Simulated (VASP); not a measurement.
**Fe: relaxation of cell and atoms with r2SCAN**

Crystal: Fe.

```
CELL_PARAMETERS angstrom
2.55376 0.00000 0.00000
0.00000 2.55376 0.00000
0.00000 0.00000 3.61156
ATOMIC_POSITIONS crystal
Fe 0.00000 0.00000 0.00000
Fe 0.50000 0.50000 0.50000
```

This isn't the form of Fe at room conditions, which is bcc.

```
Program                : VASP 6.6.1
Task                   : relaxation of cell and atoms
Functional             : r2SCAN
Potentials or basis    : VASP PAW PBE potentials, release 64 (Fe)
Cutoff                 : 600 eV
k mesh                 : 12 × 12 × 9
Occupations            : fermi-dirac, width 0.05 eV
Spin                   : collinear spin, antiferromagnetic start
Starting moments       : [2.5, -2.5] μB
Dipole correction      : no
Further INCAR settings : ALGO = Normal; EDIFF = 1e-06; IBRION = 2; EDIFFG = -0.01; NSW = 80; ISIF = 3
```

```
Relaxed volume                                        : 11.36 Å³/atom
Relaxed cell                                          : a = 2.409 Å, b = 2.409 Å, c = 3.915 Å, α = 90.00°, β = 90.00°, γ = 90.00°
Space group after relaxing (to 0.1 Å)                 : I4/mmm (No. 139)
Energy gained by relaxing                             : 59.8 meV/atom
Ionic steps                                           : 7
Pressure after relaxing                               : 0.0 GPa
Band gap on the k mesh                                : zero (filled and empty bands overlap)
Net moment                                            : 0.00 μB per cell
Site moments                                          : Fe +2.44, -2.44 μB
Valence electrons inside the program's atomic spheres : Fe 7.28
```

The path:
```tsv
step	energy change (eV)	largest force (eV/Å)	pressure (GPa)	volume (Å³)
1	0.0000	0.0000	-2.79	23.55
2	-0.0727	0.0000	0.58	22.84
3	-0.1075	0.0000	4.07	21.99
4	-0.1180	0.0000	-0.71	22.89
5	-0.1194	0.0000	0.32	22.65
6	-0.1194	0.0000	0.25	22.66
7	-0.1195	0.0000	0.01	22.71
```

Final structure:
```cif
data_structure
_symmetry_space_group_name_H-M 'P 1'
_symmetry_Int_Tables_number 1
_cell_length_a 2.4086
_cell_length_b 2.4086
_cell_length_c 3.9145
_cell_angle_alpha 90.000
_cell_angle_beta 90.000
_cell_angle_gamma 90.000
_cell_volume 22.71
loop_
_atom_site_label
_atom_site_type_symbol
_atom_site_fract_x
_atom_site_fract_y
_atom_site_fract_z
_atom_site_occupancy
Fe1 Fe 0.00000 0.00000 0.00000 1
Fe2 Fe 0.50000 0.50000 0.50000 1
```

Levels at points of the mesh, in eV from the Fermi level:
Spin up:
| k point | band 5 | band 6 | band 7 | band 8 | band 9 | band 10 | band 11 | band 12 |
| --- | --- | --- | --- | --- | --- | --- | --- | --- |
| (0.00, 0.00, 0.00) | -2.40 | -2.29 | -1.70 | -1.00 | 0.33 | 1.67 | 1.67 | 2.76 |
| (0.50, 0.00, 0.00) | -2.77 | -2.02 | -2.00 | -1.51 | 1.35 | 1.51 | 1.56 | 3.50 |
| (0.50, 0.50, 0.00) | -0.23 | 0.02 | 0.75 | 0.75 | 1.34 | 2.20 | 3.67 | 3.67 |
Spin down:
```tsv
k point	band 4	band 5	band 6	band 7	band 8	band 9	band 10	band 11	band 12
(0.00, 0.00, 0.00)	-2.40	-2.40	-2.29	-1.70	-1.00	0.33	1.67	1.67	2.76
(0.50, 0.00, 0.00)	-3.60	-2.77	-2.02	-2.00	-1.51	1.35	1.51	1.56	3.50
(0.50, 0.50, 0.00)	-4.47	-0.23	0.02	0.75	0.75	1.34	2.20	3.67	3.67
```

Run time: 26 min on 1 thread of Oxide Virtual Turin-like Processor, with other jobs on the host, peak memory 0.18 GiB.

Caveat: the antiferromagnetic order is the one typed at the start, and another may lie lower; the PAW data sets were made with another functional, which shifts forces and pressure a little.
